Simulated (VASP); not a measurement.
# TiO2 (I4_1/amd) in VASP: a series of runs, part 2 of 2

VASP 6.6.1. The steps go on from the part before.

## 3. Single point, PBE+U

This run uses another cell than the first one, of 10.15 Å³/atom.

INCAR reads:

```
SYSTEM = TiO2
PREC = Accurate
ENCUT = 520
EDIFF = 1E-6
ISMEAR = 0
SIGMA = 0.05
LREAL = .FALSE.
LASPH = .TRUE.
NELM = 150
ALGO = Normal
ISIF = 2
LWAVE = .FALSE.
LCHARG = .FALSE.
LMAXMIX = 4
LDAU = .TRUE.
LDAUTYPE = 2
LDAUL = 2 -1
LDAUU = 4 0
LDAUJ = 0 0
LDAUPRINT = 1
GGA = PE
NBANDS = 33
```

KPOINTS reads:

```
Automatic mesh
0
G
  8 8 8
  0 0 0
```

POSCAR reads:

```
TiO2
1.0
   -1.8132000000      1.8132000000      4.6291000000
    1.8132000000     -1.8132000000      4.6291000000
    1.8132000000      1.8132000000     -4.6291000000
Ti O
2 4
Direct
    0.0000000000      0.0000000000      0.0000000000
    0.7500000000      0.2500000000      0.5000000000
    0.2052277854      0.2052277854      0.0000000000
    0.9552277854      0.4552277854      0.5000000000
    0.5447722146      0.0447722146      0.5000000000
    0.7947722146      0.7947722146      0.0000000000
```

Potentials or basis: VASP PAW PBE potentials, release 64 (Ti_sv, O).

Started as:

```bash
> cat potpaw_PBE.64/Ti_sv/POTCAR potpaw_PBE.64/O/POTCAR > POTCAR
> mpirun -np 1 vasp_std > vasp.out
```

OUTCAR:

```text
SYSTEM = TiO2
   PREC = Accurate
   ENCUT = 520
   EDIFF = 1E-6
   ISMEAR = 0
   LREAL = .FALSE.
   LASPH = .TRUE.
   NELM = 150
   ISIF = 2
   GGA = PE

 ion  position               nearest neighbor table
   1  0.000  0.000  0.000-   5 1.86   4 1.86   5 1.86   4 1.86   3 1.90   6 1.90
   2  0.750  0.250  0.500-   6 1.86   3 1.86   6 1.86   3 1.86   4 1.90   5 1.90
   3  0.205  0.205  0.000-   2 1.86   2 1.86   1 1.90
   4  0.955  0.455  0.500-   1 1.86   1 1.86   2 1.90
   5  0.545  0.045  0.500-   1 1.86   1 1.86   2 1.90
   6  0.795  0.795  0.000-   2 1.86   2 1.86   1 1.90

  LATTYP: Found a body centered tetragonal cell.
 ALAT       =     3.6264000000
 C/A-ratio  =     2.5530002206

  Lattice vectors:

 A1 = (  -1.8132000000,   1.8132000000,   4.6291000000)
 A2 = (   1.8132000000,  -1.8132000000,   4.6291000000)
 A3 = (   1.8132000000,   1.8132000000,  -4.6291000000)

Analysis of symmetry for initial positions (statically):
=====================================================================
 Subroutine PRICEL returns:
 Original cell was already a primitive cell.

 Routine SETGRP: Setting up the symmetry group for a
 body centered tetragonal supercell.

 Subroutine GETGRP returns: Found 16 space group operations
 (whereof  8 operations were pure point group operations)
 out of a pool of 16 trial point group operations.

The static configuration has the point symmetry D_2d.
 The point group associated with its full space group is D_4h.

Analysis of symmetry for dynamics (positions and initial velocities):
=====================================================================
 Subroutine PRICEL returns:
 Original cell was already a primitive cell.

 Routine SETGRP: Setting up the symmetry group for a
 body centered tetragonal supercell.

 Subroutine GETGRP returns: Found 16 space group operations
 (whereof  8 operations were pure point group operations)
 out of a pool of 16 trial point group operations.

The dynamic configuration has the point symmetry D_2d.
 The point group associated with its full space group is D_4h.

 Subroutine INISYM returns: Found 16 space group operations
 (whereof  8 operations are pure point group operations),
 and found     1 'primitive' translations

----------------------------------------------------------------------------------------

                                     Primitive cell

  volume of cell :      60.8763

  direct lattice vectors                    reciprocal lattice vectors
[... 163 lines left out ...]
  o =  0.1179  v =  0.0000  0.5610  0.0000  0.8278 -0.0000  0.0000  0.0000  0.0000  0.0000  0.0000      0.0000  0.0000  0.0000  0.0000  0.0000  0.0000  0.0000  0.0000  0.0000  0.0000
  o =  0.1179  v =  0.0000  0.0000  0.0000  0.0000  0.0000  0.0000  0.5610  0.0000  0.8278 -0.0000      0.0000  0.0000  0.0000  0.0000  0.0000  0.0000  0.0000  0.0000  0.0000  0.0000
  o =  0.2801  v =  0.0000 -0.0000 -1.0000  0.0000  0.0000  0.0000  0.0000  0.0000  0.0000  0.0000      0.0000  0.0000  0.0000  0.0000  0.0000  0.0000  0.0000  0.0000  0.0000  0.0000
  o =  0.2801  v =  0.0000  0.0000  0.0000  0.0000  0.0000  0.0000 -0.0000 -1.0000  0.0000  0.0000      0.0000  0.0000  0.0000  0.0000  0.0000  0.0000  0.0000  0.0000  0.0000  0.0000
  o =  0.2843  v =  0.0000  0.0000  0.0000  0.0000  0.0000  0.0000  0.0000 -0.0000 -0.0000 -1.0000      0.0000  0.0000  0.0000  0.0000  0.0000  0.0000  0.0000  0.0000  0.0000  0.0000
  o =  0.2843  v =  0.0000  0.0000 -0.0000 -0.0000 -1.0000  0.0000  0.0000  0.0000  0.0000  0.0000      0.0000  0.0000  0.0000  0.0000  0.0000  0.0000  0.0000  0.0000  0.0000  0.0000

atom =   2  type =  1  l = 2

 onsite density matrix

spin component  1

  0.1116  0.0000  0.0000 -0.0000 -0.0000
  0.0000  0.1179  0.0000  0.0000 -0.0000
  0.0000  0.0000  0.2801 -0.0000 -0.0000
 -0.0000  0.0000 -0.0000  0.1179  0.0000
 -0.0000 -0.0000 -0.0000  0.0000  0.2843

spin component  2

  0.1116  0.0000  0.0000 -0.0000 -0.0000
  0.0000  0.1179  0.0000  0.0000 -0.0000
  0.0000  0.0000  0.2801 -0.0000 -0.0000
 -0.0000  0.0000 -0.0000  0.1179  0.0000
 -0.0000 -0.0000 -0.0000  0.0000  0.2843

 occupancies and eigenvectors

  o =  0.1116  v =  1.0000  0.0000  0.0000  0.0000  0.0000  0.0000  0.0000  0.0000  0.0000  0.0000      0.0000  0.0000  0.0000  0.0000  0.0000  0.0000  0.0000  0.0000  0.0000  0.0000
  o =  0.1116  v =  0.0000  0.0000  0.0000  0.0000  0.0000  1.0000  0.0000  0.0000  0.0000  0.0000      0.0000  0.0000  0.0000  0.0000  0.0000  0.0000  0.0000  0.0000  0.0000  0.0000
  o =  0.1179  v =  0.0000  0.8170 -0.0000  0.5767 -0.0000  0.0000  0.0000  0.0000  0.0000  0.0000      0.0000  0.0000  0.0000  0.0000  0.0000  0.0000  0.0000  0.0000  0.0000  0.0000
  o =  0.1179  v =  0.0000  0.0000  0.0000  0.0000  0.0000  0.0000  0.8170 -0.0000  0.5767 -0.0000      0.0000  0.0000  0.0000  0.0000  0.0000  0.0000  0.0000  0.0000  0.0000  0.0000
  o =  0.1179  v =  0.0000 -0.5767  0.0000  0.8170 -0.0000  0.0000  0.0000  0.0000  0.0000  0.0000      0.0000  0.0000  0.0000  0.0000  0.0000  0.0000  0.0000  0.0000  0.0000  0.0000
  o =  0.1179  v =  0.0000  0.0000  0.0000  0.0000  0.0000  0.0000 -0.5767  0.0000  0.8170 -0.0000      0.0000  0.0000  0.0000  0.0000  0.0000  0.0000  0.0000  0.0000  0.0000  0.0000
  o =  0.2801  v =  0.0000 -0.0000 -1.0000  0.0000  0.0000  0.0000  0.0000  0.0000  0.0000  0.0000      0.0000  0.0000  0.0000  0.0000  0.0000  0.0000  0.0000  0.0000  0.0000  0.0000
  o =  0.2801  v =  0.0000  0.0000  0.0000  0.0000  0.0000  0.0000 -0.0000 -1.0000  0.0000  0.0000      0.0000  0.0000  0.0000  0.0000  0.0000  0.0000  0.0000  0.0000  0.0000  0.0000
  o =  0.2843  v =  0.0000  0.0000  0.0000  0.0000  0.0000  0.0000  0.0000 -0.0000 -0.0000 -1.0000      0.0000  0.0000  0.0000  0.0000  0.0000  0.0000  0.0000  0.0000  0.0000  0.0000
  o =  0.2843  v =  0.0000  0.0000 -0.0000 -0.0000 -1.0000  0.0000  0.0000  0.0000  0.0000  0.0000      0.0000  0.0000  0.0000  0.0000  0.0000  0.0000  0.0000  0.0000  0.0000  0.0000

 number of electron      47.9999996 magnetization

 Free energy of the ion-electron system (eV)
  ---------------------------------------------------
  ext. energy  EPLUGINS =         0.00000000
  ---------------------------------------------------
  free energy    TOTEN  =       -46.88610521 eV

  energy without entropy =      -46.88610521  energy(sigma->0) =      -46.88610521

 E-fermi :   4.9446     XC(G=0): -11.3215

 val. band max:        4.6608708770   @ k =   0.5000   0.5000   0.5000
 cond. band min:       7.7643939721   @ k =   0.0000   0.0000   0.0000
 fundamental gap:      3.1035230951
 Fermi energy:         4.9446437949

 k-point     1 :       0.0000    0.0000    0.0000
  band No.  band energies     occupation
      1     -52.0637      2.00000
      2     -51.9681      2.00000
      3     -28.6895      2.00000
      4     -28.3220      2.00000
      5     -28.3220      2.00000
      6     -28.2205      2.00000
[... 853 lines left out ...]
     32      12.4657      0.00000
     33      13.0461      0.00000

 [... further k-points ...]

------------------------ aborting loop because EDIFF is reached ----------------------------------------

  FORCE on cell =-STRESS in cart. coord.  units (eV):
  Direction    XX          YY          ZZ          XY          YZ          ZX
  --------------------------------------------------------------------------------------
  -------------------------------------------------------------------------------------
  Total       18.9037551     18.9037551     20.1806299      0.0000000     -0.0000000      0.0000000
  in kB      497.5201663    497.5201663    531.1257117      0.0000000     -0.0000000      0.0000000
  external PRESSURE =     508.7220148 kB  Pullay stress =       0.0000000 kB

 VOLUME and BASIS-vectors are now :
 -----------------------------------------------------------------------------
  energy-cutoff  :      520.00
  volume of cell :       60.88
      direct lattice vectors                 reciprocal lattice vectors
    -1.813200000  1.813200000  4.629100000     0.000000000  0.275755570  0.108012357
     1.813200000 -1.813200000  4.629100000     0.275755570  0.000000000  0.108012357
     1.813200000  1.813200000 -4.629100000     0.275755570  0.275755570  0.000000000

 POSITION                                       TOTAL-FORCE (eV/Angst)
 -----------------------------------------------------------------------------------
      0.00000      0.00000      0.00000        -0.000000     -0.000000     -0.000000
      0.00000      1.81320      2.31455        -0.000000     -0.000000     -0.000000
      0.00000      0.00000      1.90004         0.000000     -0.000000      1.335654
     -0.00000      1.81320      4.21459        -0.000000      0.000000      1.335654
      0.00000      1.81320      0.41451        -0.000000      0.000000     -1.335654
      0.00000      0.00000      7.35816         0.000000     -0.000000     -1.335654
 -----------------------------------------------------------------------------------
    total drift:                                0.000000      0.000000     -0.000000

  FREE ENERGIE OF THE ION-ELECTRON SYSTEM (eV)
  ---------------------------------------------------
  free  energy   TOTEN  =       -46.8861052128 eV

  energy  without entropy=      -46.8861052128  energy(sigma->0) =      -46.88610521
```

It took 5 min on 1 thread of AMD EPYC 7R13, shared host; peak memory 0.29 GiB.

What came out:

```yaml
Free_energy: -46.8861 eV
Pressure: 50.9 GPa
Largest_force: 1.336 eV/Å
Band_gap_on_the_k_mesh: 3.10 eV (least direct gap 3.38 eV)
```

Forces in eV/Å, atoms in the order of the input:
```
Ti   0.000  0.000  0.000
Ti   0.000  0.000  0.000
O    0.000  0.000  1.336
O    0.000  0.000  1.336
O    0.000  0.000 -1.336
O    0.000  0.000 -1.336
```

Levels at points of the mesh, in eV from the valence-band top:
```tsv
k point	band 20	band 21	band 22	band 23	band 24	band 25	band 26	band 27	band 28	band 29
(0.00, 0.00, 0.00)	-0.80	-0.58	-0.58	-0.52	-0.52	3.10	4.04	5.36	5.36	5.38
(0.50, 0.00, 0.00)	-2.13	-2.11	-1.10	-0.66	-0.61	4.41	4.68	4.83	4.87	5.61
(0.50, 0.50, 0.00)	-2.83	-2.15	-2.15	-0.07	-0.07	4.48	4.48	5.00	5.00	6.36
(0.50, 0.50, 0.50)	-1.46	-1.21	-1.21	0.00	0.00	3.55	3.55	5.14	5.14	5.61
```

Eigenvalues of the final occupation matrices:
```csv
site,spin,trace,eigenvalues
site 1 d,1,0.91,0.11 0.12 0.12 0.28 0.28
site 1 d,2,0.91,0.11 0.12 0.12 0.28 0.28
site 2 d,1,0.91,0.11 0.12 0.12 0.28 0.28
site 2 d,2,0.91,0.11 0.12 0.12 0.28 0.28
```

Caveat: the cell stands under pressure; forces of over 1 eV/Å act on the atoms, so gaps and moduli don't describe the material at rest. A k mesh can miss the band edges.

## 4. Single point, PBE+U

This run uses another cell than the first one, of 10.21 Å³/atom.

INCAR reads:

```
PREC = Accurate ; ENCUT = 520
EDIFF = 1E-7 ; ISMEAR = 0
SIGMA = 0.05 ; LREAL = F
LASPH = T ; NELM = 150
ALGO = Normal ; ISIF = 2
LWAVE = F ; LCHARG = F
LMAXMIX = 4 ; LDAU = T
LDAUTYPE = 2 ; LDAUL = 2 -1
LDAUU = 4 0 ; LDAUJ = 0 0
LDAUPRINT = 1 ; GGA = PE
NBANDS = 33
```

KPOINTS reads:

```
Automatic mesh
0
Gamma
  8 8 8
```

POSCAR: that of step 3 with these lines changed.

```diff
@@ -2,5 +2,5 @@
 1.0
-   -1.8132000000      1.8132000000      4.6291000000
-    1.8132000000     -1.8132000000      4.6291000000
-    1.8132000000      1.8132000000     -4.6291000000
+   -1.8450500000      1.8450500000      4.4987000000
+    1.8450500000     -1.8450500000      4.4987000000
+    1.8450500000      1.8450500000     -4.4987000000
 Ti O
```

Started as:

```bash
> cat potpaw_PBE.64/Ti_sv/POTCAR potpaw_PBE.64/O/POTCAR > POTCAR
> mpirun -np 1 vasp_std > vasp.out
```

Run time: 6.1 min. Hardware: 1 thread of AMD EPYC 7R13, shared host; peak memory 0.29 GiB.

It converged, with:

* Free energy: -46.8275 eV
* Pressure: 50.3 GPa
* Largest force: 2.534 eV/Å
* Band gap on the k mesh: 3.04 eV (least direct gap 3.30 eV)

Forces on the atoms (eV/Å):
```
Ti   0.000  0.000  0.000
Ti   0.000  0.000  0.000
O    0.000  0.000  2.534
O    0.000  0.000  2.534
O    0.000  0.000 -2.534
O    0.000  0.000 -2.534
```

Stress tensor (GPa, compression positive):
```
41.01  0.00  0.00
 0.00 41.01  0.00
 0.00  0.00 68.78
```

Levels at points of the mesh, in eV from the valence-band top:
```tsv
k point	band 22	band 23	band 24	band 25	band 26	band 27
(0.00, 0.00, 0.00)	-0.53	-0.45	-0.45	3.04	4.12	5.32
(0.50, 0.00, 0.00)	-1.07	-0.53	-0.53	4.31	4.71	4.76
(0.50, 0.50, 0.00)	-2.01	-0.07	-0.07	4.57	4.57	5.04
(0.50, 0.50, 0.50)	-1.15	0.00	0.00	3.55	3.55	5.13
```

Eigenvalues of the final occupation matrices:
```tsv
site	spin	trace	eigenvalues
site 1 d	1	0.91	0.10 0.12 0.12 0.27 0.30
site 1 d	2	0.91	0.10 0.12 0.12 0.27 0.30
site 2 d	1	0.91	0.10 0.12 0.12 0.27 0.30
site 2 d	2	0.91	0.10 0.12 0.12 0.27 0.30
```

Caveat: the stress differs along the axes, from 41 to 69 GPa; forces of over 1 eV/Å act on the atoms, so gaps and moduli don't describe the material at rest.

## 5. Single point, PBE+U

This run uses another cell than the first one, of 10.43 Å³/atom.

INCAR reads:

```
SYSTEM = TiO2
PREC = Accurate
ENCUT = 520
EDIFF = 1E-6
ISMEAR = 0
SIGMA = 0.05
LREAL = .False.
LASPH = .True.
NELM = 150
ALGO = Normal
ISIF = 2
LWAVE = .False.
LCHARG = .False.
LMAXMIX = 4
LDAU = .True.
LDAUTYPE = 2
LDAUL = 2 -1
LDAUU = 4 0
LDAUJ = 0 0
LDAUPRINT = 1
GGA = PE
NBANDS = 33
```

KPOINTS reads:

```
regular mesh
0
Gamma
  8 8 8
  0 0 0
```

POSCAR: that of step 4 with these lines changed.

```diff
@@ -2,5 +2,5 @@
 1.0
-   -1.8450500000      1.8450500000      4.4987000000
-    1.8450500000     -1.8450500000      4.4987000000
-    1.8450500000      1.8450500000     -4.4987000000
+   -1.8132000000      1.8132000000      4.7595000000
+    1.8132000000     -1.8132000000      4.7595000000
+    1.8132000000      1.8132000000     -4.7595000000
 Ti O
```

Started as:

```bash
> cat potpaw_PBE.64/Ti_sv/POTCAR potpaw_PBE.64/O/POTCAR > POTCAR
> mpirun -np 1 vasp_std > vasp.out
```

Run time: 5.1 min. Hardware: 1 thread of AMD EPYC 7R13, shared host; peak memory 0.29 GiB.

It converged, with:

```
Free energy            : -47.3519 eV
Pressure               : 40.5 GPa
Largest force          : 0.497 eV/Å
Band gap on the k mesh : 3.09 eV (least direct gap 3.37 eV)
```

Forces on the atoms (eV/Å):
```
Ti   0.000  0.000  0.000
Ti   0.000  0.000  0.000
O    0.000  0.000  0.497
O    0.000  0.000  0.497
O    0.000  0.000 -0.497
O    0.000  0.000 -0.497
```

Stress tensor (GPa, compression positive):
```
43.61  0.00  0.00
 0.00 43.61  0.00
 0.00  0.00 34.19
```

Levels at points of the mesh, in eV from the valence-band top:
```tsv
k point	band 20	band 21	band 22	band 23	band 24	band 25	band 26	band 27	band 28	band 29
(0.00, 0.00, 0.00)	-0.86	-0.69	-0.69	-0.47	-0.47	3.09	3.89	5.26	5.26	5.28
(0.50, 0.00, 0.00)	-2.04	-2.03	-1.02	-0.71	-0.70	4.37	4.53	4.70	4.74	5.47
(0.50, 0.50, 0.00)	-2.71	-2.14	-2.14	-0.04	-0.04	4.30	4.30	4.83	4.83	6.23
(0.50, 0.50, 0.50)	-1.46	-1.22	-1.22	-0.03	-0.03	3.48	3.48	5.03	5.03	5.50
```

Eigenvalues of the final occupation matrices:
| site | spin | trace | eigenvalues |
| --- | --- | --- | --- |
| site 1 d | 1 | 0.89 | 0.12 0.12 0.12 0.26 0.29 |
| site 1 d | 2 | 0.89 | 0.12 0.12 0.12 0.26 0.29 |
| site 2 d | 1 | 0.89 | 0.12 0.12 0.12 0.26 0.29 |
| site 2 d | 2 | 0.89 | 0.12 0.12 0.12 0.26 0.29 |

Caveat: the stress differs along the axes, from 34 to 44 GPa. A k mesh can miss the band edges.

## 6. Single point, PBE+U

This run uses another cell than the first one, of 12.27 Å³/atom.

INCAR reads:

```
SYSTEM = TiO2
ALGO     = Normal         ! electronic algorithm
EDIFF    = 1E-6           ! SCF threshold, eV
ENCUT    = 520            ! plane-wave cutoff, eV
GGA      = PE             ! functional
ISIF     = 2              ! what is computed and relaxed
ISMEAR   = 0              ! smearing method
LASPH    = .True.         ! aspherical terms in the spheres
LCHARG   = .False.        ! write CHGCAR
LDAU     = .True.         ! DFT+U
LDAUJ    = 0 0          
LDAUL    = 2 -1           ! shell
LDAUPRINT= 1            
LDAUTYPE = 2            
LDAUU    = 4 0            ! U, eV
LMAXMIX  = 4              ! l up to which the mixer works
LREAL    = .False.        ! projectors in reciprocal space
LWAVE    = .False.        ! write WAVECAR
NBANDS   = 33             ! bands
NELM     = 150            ! most SCF steps
PREC     = Accurate       ! precision mode
SIGMA    = 0.05           ! smearing width, eV
```

KPOINTS reads:

```
k-points
0
Gamma
  8 8 8
  0 0 0
```

POSCAR: that of step 5 with these lines changed.

```diff
@@ -2,5 +2,5 @@
 1.0
-   -1.8132000000      1.8132000000      4.7595000000
-    1.8132000000     -1.8132000000      4.7595000000
-    1.8132000000      1.8132000000     -4.7595000000
+   -1.9404500000      1.9404500000      4.8899050332
+    1.9404500000     -1.9404500000      4.8899050332
+    1.9404500000      1.9404500000     -4.8899050332
 Ti O
```

Potentials or basis: VASP PAW PBE potentials, release 64 (Ti_sv, O).

Started as:

```bash
> cat potpaw_PBE.64/Ti_sv/POTCAR potpaw_PBE.64/O/POTCAR > POTCAR
> mpirun -np 1 vasp_std > vasp.out
```

Run time: 7 min. Hardware: 1 thread of Intel Xeon Platinum 8259CL at 2.50GHz (Skylake/Cascade Lake), shared host; peak memory 0.31 GiB.

The run converged. Its results:

- Free energy: -48.5128 eV
- Pressure: -2.2 GPa
- Largest force: 0.150 eV/Å
- Band gap on the k mesh: 2.59 eV (least direct gap 2.84 eV)

Forces on the atoms (eV/Å):
```
Ti   0.000  0.000  0.000
Ti   0.000  0.000  0.000
O    0.000  0.000  0.150
O    0.000  0.000  0.150
O    0.000  0.000 -0.150
O    0.000  0.000 -0.150
```

Stress tensor (GPa, compression positive):
```
-3.01  0.00  0.00
 0.00 -3.01  0.00
 0.00  0.00 -0.67
```

Levels at points of the mesh, in eV from the valence-band top:
| k point | band 21 | band 22 | band 23 | band 24 | band 25 | band 26 | band 27 | band 28 |
| --- | --- | --- | --- | --- | --- | --- | --- | --- |
| (0.00, 0.00, 0.00) | -0.70 | -0.70 | -0.33 | -0.33 | 2.59 | 3.26 | 4.23 | 4.23 |
| (0.50, 0.00, 0.00) | -1.62 | -0.84 | -0.75 | -0.62 | 3.54 | 3.74 | 3.82 | 3.87 |
| (0.50, 0.50, 0.00) | -1.79 | -1.79 | -0.03 | -0.03 | 3.59 | 3.59 | 3.98 | 3.98 |
| (0.50, 0.50, 0.50) | -1.16 | -1.16 | -0.07 | -0.07 | 2.91 | 2.91 | 4.06 | 4.06 |

Eigenvalues of the final occupation matrices:
| site | spin | trace | eigenvalues |
| --- | --- | --- | --- |
| site 1 d | 1 | 0.77 | 0.10 0.10 0.10 0.23 0.25 |
| site 1 d | 2 | 0.77 | 0.10 0.10 0.10 0.23 0.25 |
| site 2 d | 1 | 0.77 | 0.10 0.10 0.10 0.23 0.25 |
| site 2 d | 2 | 0.77 | 0.10 0.10 0.10 0.23 0.25 |

A k mesh can miss the band edges.

## 7. Summary

```tsv
cell	gap on the mesh (eV)	pressure (GPa)	largest force (eV/Å)
a = 5.178 Å, angles 139.0, 139.0, 59.4°, 6 atoms	3.10	63.5	2.44
a = 5.292 Å, angles 139.9, 139.9, 58.0°, 6 atoms	3.10	50.9	1.34
a = 5.201 Å, angles 138.4, 138.4, 60.2°, 6 atoms	3.04	50.3	2.53
a = 5.406 Å, angles 140.8, 140.8, 56.6°, 6 atoms	3.09	40.5	0.50
a = 5.607 Å, angles 139.5, 139.5, 58.6°, 6 atoms	2.59	-2.2	0.15
```

Alike in all rows: task single point; level PBE+U; potentials or basis VASP PAW PBE potentials, release 64 (Ti_sv, O); no spin polarisation; Ti d U = 4.0 eV; k mesh 8 × 8 × 8; cutoff (eV) 520; smearing gaussian 0.05 eV.

Caveats: forces of over 1 eV/Å act on the atoms, so gaps and moduli don't describe the material at rest (at least some runs); the stress differs along the axes, from 56 to 78 GPa (at least some runs); the cell stands under pressure (at least some runs); the stress differs along the axes, from 41 to 69 GPa (at least some runs); the stress differs along the axes, from 34 to 44 GPa (at least some runs).

Absolute energies hang on the potentials; compare differences alone.
